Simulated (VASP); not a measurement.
# Cu18CO in VASP: single point with PBE

Aim: the single point of Cu18CO with PBE.

All numbers are computed with VASP 6.6.1; they aren't measurements. Logs are shortened: lines on timing, memory, paths and dates and some standing lists are left out, and cuts for length are marked.

### Step 1. The cell of the first run

The cell holds a slab with vacuum, 20 atoms: a = 5.105 Å, b = 7.658 Å, c = 18.168 Å, α = 90.00°, β = 90.00°, γ = 60.00°.

### Step 2. Single point, PBE

Contents of INCAR:

```
SYSTEM = Cu18CO
PREC = Accurate
ENCUT = 610
EDIFF = 1E-6
ISMEAR = -1
SIGMA = 0.1
LREAL = Auto
LASPH = .True.
NELM = 120
ALGO = Normal
ISIF = 2
LWAVE = .False.
LCHARG = .False.
GGA = PE
NBANDS = 192
GGA_COMPAT = .False.
NELMDL = -8
```

Contents of KPOINTS:

```
regular mesh
0
Gamma
  3 2 1
  0 0 0
```

Contents of POSCAR:

```
Cu18CO
1.0
    5.1053110000      0.0000000000      0.0000000000
    3.8289830000      6.6319930000      0.0000000000
    0.0000000000      0.0000000000     18.1684690000
Cu C O
18 1 1
Direct
    0.1666598921      0.1111129038      0.0550404109
    0.6666686085      0.1111129038      0.0550404109
    0.1666700269      0.4444516151      0.0550404109
    0.6666591558      0.4444516151      0.0550404109
    0.1666718830      0.7777752480      0.0550404109
    0.6666610120      0.7777752480      0.0550404109
   -0.1751737030      0.2215774353      0.1657762137
    0.3249645579      0.2189236328      0.1660349037
   -0.1681996875      0.5539360491      0.1659358309
    0.3352516059      0.5531067358      0.1659908713
   -0.1607810306      0.8765087659      0.1676200675
    0.3262265633      0.8893254260      0.1671687361
   -0.0166348303      0.0010253328      0.2768147388
    0.4888337525      0.0005880585      0.2775357681
    0.0029089757      0.3308055361      0.2756864103
    0.4862836312      0.3277295377      0.2858688864
    0.0020246149      0.6523830770      0.2836287416
    0.5057617286      0.6645966001      0.2736884434
    1.6473490266      0.5205222623      0.3852883807
    1.6845304750      0.6006942408      0.4364649548
```

Potentials or basis: VASP PAW PBE potentials, release 64 (Cu_sv_GW, C, O).

The run is started by

```sh
cat potpaw_PBE.64/Cu_sv_GW/POTCAR potpaw_PBE.64/C/POTCAR potpaw_PBE.64/O/POTCAR > POTCAR
mpirun -np 1 vasp_std > vasp.out
```

OUTCAR:

```text
SYSTEM = Cu18CO
   PREC = Accurate
   ENCUT = 610
   EDIFF = 1E-6
   ISMEAR = -1
   LREAL = Auto
   LASPH = .True.
   NELM = 120
   ISIF = 2
   GGA = PE
   NELMDL = -8

 ion  position               nearest neighbor table
   1  0.167  0.111  0.055-   8 2.46  12 2.51   7 2.52   2 2.55   5 2.55   6 2.55   4 2.55   2 2.55
                             3 2.55
   2  0.667  0.111  0.055-   7 2.47   8 2.52   1 2.55   3 2.55   4 2.55   5 2.55   1 2.55   6 2.55
                            11 2.57
   3  0.167  0.444  0.055-  10 2.49   9 2.50   8 2.51   5 2.55   4 2.55   6 2.55   2 2.55   4 2.55
                             1 2.55
   4  0.667  0.444  0.055-   9 2.49  10 2.49   7 2.50   5 2.55   6 2.55   3 2.55   2 2.55   1 2.55
                             3 2.55
   5  0.167  0.778  0.055-  12 2.50  10 2.51  11 2.51   4 2.55   3 2.55   6 2.55   1 2.55   2 2.55
                             6 2.55
   6  0.667  0.778  0.055-  11 2.49   9 2.50  12 2.53   4 2.55   5 2.55   3 2.55   1 2.55   2 2.55
                             5 2.55
   7  0.825  0.222  0.166-   2 2.47  13 2.49   4 2.50  15 2.50   1 2.52  10 2.52   8 2.54  12 2.55
                             8 2.56   9 2.56  11 2.61  16 2.65
   8  0.325  0.219  0.166-  15 2.45   1 2.46  14 2.49   3 2.51   2 2.52  12 2.52   9 2.54   7 2.54
                             7 2.56  10 2.59  16 2.61  11 2.62
   9  0.832  0.554  0.166-  18 2.43  15 2.48   4 2.49  11 2.49   3 2.50   6 2.50  10 2.54   8 2.54
[... 4 lines left out ...]
                            12 2.57  17 2.58   7 2.61   8 2.62
  12  0.326  0.889  0.167-  18 2.44  14 2.48   5 2.50  13 2.50   1 2.51   8 2.52   6 2.53  11 2.54
                            10 2.55   7 2.55  11 2.57   9 2.57
  13  0.983  0.001  0.277-  11 2.47   7 2.49  12 2.50  16 2.53  14 2.53  15 2.58  14 2.58  18 2.62
                            17 2.63
  14  0.489  0.001  0.278-  12 2.48   8 2.49  16 2.50  15 2.51  13 2.53  11 2.53  18 2.53  13 2.58
                            17 2.65
  15  0.003  0.331  0.276-   8 2.45  16 2.46  17 2.46   9 2.48   7 2.50  14 2.51  18 2.55  13 2.58
                            16 2.66
  16  0.486  0.328  0.286-  15 2.46  17 2.48  14 2.50  13 2.53   8 2.61  18 2.64  10 2.64   7 2.65
                            15 2.66
  17  0.002  0.652  0.284-  15 2.46  16 2.48  18 2.49   9 2.56  11 2.58  10 2.60  18 2.63  13 2.63
                            14 2.65
  18  0.506  0.665  0.274-  19 2.25   9 2.43  12 2.44  10 2.46  17 2.49  14 2.53  15 2.55  13 2.62
                            17 2.63  16 2.64
  19  0.647  0.521  0.385-  20 1.18  18 2.25
  20  0.685  0.601  0.436-  19 1.18

  LATTYP: Found a simple monoclinic cell.
 ALAT       =     5.1053110000
 B/A-ratio  =     3.5587389289
 C/A-ratio  =     1.3228755628
 COS(beta)  =    -0.1889822868

  Lattice vectors:

 A1 = (   5.1053110000,   0.0000000000,   0.0000000000)
 A2 = (   0.0000000000,   0.0000000000, -18.1684690000)
 A3 = (  -1.2763280000,   6.6319930000,   0.0000000000)

[... 172 lines left out ...]
   NUPDOWN=      -1.0000    fix difference up-down
   EMIN   =  10.00;   EMAX   =-10.00  energy-range for DOS
   EFERMI =   0.00;   METHOD = LEGACY
   ISMEAR =    -1;   SIGMA  =   0.10  broadening in eV -4-tet -1-fermi 0-gaus
   EFERMI_NEDOS =   21; number of points for ismear=-14 and -15
   IALGO  =     38    algorithm
   IMIX   =      4    mixing-type and parameters
     AMIX     =   0.40;   BMIX     =  1.00
     AMIX_MAG =   1.60;   BMIX_MAG =  1.00
  volume/ion in A,a.u.               =      30.76       207.56
  Fermi-wavevector in a.u.,A,eV,Ry     =   1.359130  2.568382 25.133132  1.847233
  Thomas-Fermi vector in A             =   2.485904
   LORBIT       =      0    0 simple, 1 ext, 2 COOP (PROOUT), +10 PAW based schemes
   GGA     = PE    functional components
   LHFCALC =     F    Hartree Fock is set to
   AEXX    =    0.0000 exact exchange contribution
   IVDW    =     0    specifies the selected vdW correction
   LEPSILON=     F    determine dielectric tensor
   LRPA    =     F    only Hartree local field effects (RPA)
 non-spin polarized calculation
  energy-cutoff  :      610.00
  volume of cell :      615.16
 maximum number of plane-waves:     21085
 NGX is ok and might be reduce to    42
   NGX = 21   NGY = 31   NGZ = 73

 number of electron     351.9999995 magnetization

 Free energy of the ion-electron system (eV)
  ---------------------------------------------------
  ext. energy  EPLUGINS =         0.00000000
  ---------------------------------------------------
  free energy    TOTEN  =       -76.94694853 eV

  energy without entropy =      -76.58688207  energy(sigma->0) =      -76.76691530

 E-fermi :  -0.1934     XC(G=0):  -5.9455

 val. band max:       -0.1976943864   @ k =   0.3333   0.5000   0.0000
 cond. band min:      -0.0548988449   @ k =   0.0000   0.5000   0.0000
 fundamental gap:      0.1427955415
 Fermi energy:        -0.1933654313

 k-point     1 :       0.0000    0.0000    0.0000
  band No.  band energies     occupation
      1    -112.9353      2.00000
      2    -112.7955      2.00000
      3    -112.7912      2.00000
      4    -112.7634      2.00000
      5    -112.7604      2.00000
      6    -112.7264      2.00000
[... 753 lines left out ...]
    187       3.2606      0.00000
    188       3.4670      0.00000
 [bands above 188 left out]

------------------------ aborting loop because EDIFF is reached ----------------------------------------

  FORCE on cell =-STRESS in cart. coord.  units (eV):
  Direction    XX          YY          ZZ          XY          YZ          ZX
  --------------------------------------------------------------------------------------
  -------------------------------------------------------------------------------------
  Total       -6.5078195     -7.6588017     -2.7917470     -0.5813752     -0.4221274     -0.5350265
  in kB      -16.9496795    -19.9474236     -7.2711324     -1.5141974     -1.0994349     -1.3934818
  external PRESSURE =     -14.7227452 kB  Pullay stress =       0.0000000 kB

 VOLUME and BASIS-vectors are now :
 -----------------------------------------------------------------------------
  energy-cutoff  :      610.00
  volume of cell :      615.16
      direct lattice vectors                 reciprocal lattice vectors
     5.105311000  0.000000000  0.000000000     0.195874453 -0.113088170  0.000000000
     3.828983000  6.631993000  0.000000000     0.000000000  0.150784236  0.000000000
     0.000000000  0.000000000 18.168469000     0.000000000  0.000000000  0.055040411

 POSITION                                       TOTAL-FORCE (eV/Angst)
 -----------------------------------------------------------------------------------
      1.27630      0.73690      1.00000        -0.014369     -0.061372     -0.261447
      3.82900      0.73690      1.00000        -0.081178     -0.121685     -0.177249
      2.55270      2.94760      1.00000         0.009739     -0.029701     -0.203489
      5.10530      2.94760      1.00000        -0.013244     -0.011897     -0.296329
      3.82900      5.15820      1.00000        -0.043989      0.027893     -0.253220
      6.38160      5.15820      1.00000        -0.005723      0.064629     -0.252637
[... 12 lines left out ...]
      5.29799      3.45210      7.00010         0.899708      1.157669      0.819004
      5.79479      3.98380      7.92990        -0.951893     -1.091583     -1.212492
 -----------------------------------------------------------------------------------
    total drift:                                0.002213     -0.005465     -0.000311

  FREE ENERGIE OF THE ION-ELECTRON SYSTEM (eV)
  ---------------------------------------------------
  free  energy   TOTEN  =       -76.9469485268 eV

  energy  without entropy=      -76.5868820735  energy(sigma->0) =      -76.76691530
```

OSZICAR:

```text
N       E                     dE             d eps       ncg     rms          rms(c)
DAV:   1     0.152640812272E+05    0.15264E+05   -0.17943E+05  1880   0.437E+03
DAV:   2     0.409340397376E+04   -0.11171E+05   -0.11051E+05  2024   0.181E+03
DAV:   3     0.747016454955E+03   -0.33464E+04   -0.32221E+04  2832   0.154E+03
[... 26 lines left out ...]
DAV:  30    -0.769469282805E+02   -0.45402E-04   -0.29175E-06  1152   0.283E-02    0.125E-03
DAV:  31    -0.769469381201E+02   -0.98397E-05   -0.52889E-07   960   0.211E-02    0.996E-04
DAV:  32    -0.769469447353E+02   -0.66151E-05   -0.86705E-07  1024   0.184E-02    0.588E-04
DAV:  33    -0.769469478058E+02   -0.30705E-05   -0.72756E-07  1016   0.133E-02    0.375E-04
DAV:  34    -0.769469485268E+02   -0.72103E-06   -0.39040E-07   888   0.111E-02
   1 F= -.76946949E+02 E0= -.76766915E+02  d E =-.360066E+00
```

Wall time 66 min (1 thread of Intel Xeon Platinum 8259CL at 2.50GHz (Skylake/Cascade Lake), shared host); peak memory 1.1 GiB.

Results:

- Free energy: -76.9469 eV
- Largest force: 1.889 eV/Å
- Band gap on the k mesh: zero (bands 176 and 177 overlap by 0.01 eV)

Forces on the atoms (eV/Å):
```
Cu  -0.014 -0.061 -0.261
Cu  -0.081 -0.122 -0.177
Cu   0.010 -0.030 -0.203
Cu  -0.013 -0.012 -0.296
Cu  -0.044  0.028 -0.253
Cu  -0.006  0.065 -0.253
Cu  -0.121  0.017  0.236
Cu   0.373  0.058  0.095
Cu   0.066 -0.089 -0.097
Cu  -0.137 -0.186  0.253
Cu  -0.103  0.326  0.063
Cu   0.062 -0.043 -0.115
Cu   0.134 -0.235  0.239
Cu   0.064 -0.134  0.202
Cu  -0.437 -0.145  0.526
Cu   0.452  0.023 -0.207
Cu   0.274  0.618 -0.376
Cu  -0.427 -0.144  1.018
C    0.900  1.158  0.819
O   -0.952 -1.092 -1.212
```

Caveat: the k points lie up to 0.47 Å⁻¹ apart; there is no dipole correction, which matters where the two faces differ. With open d or f shells a metallic result of PBE can be an artefact of self-interaction; +U or a hybrid may open a gap.

The gap in the log of VASP goes by the Fermi energy; the results here count the filled bands.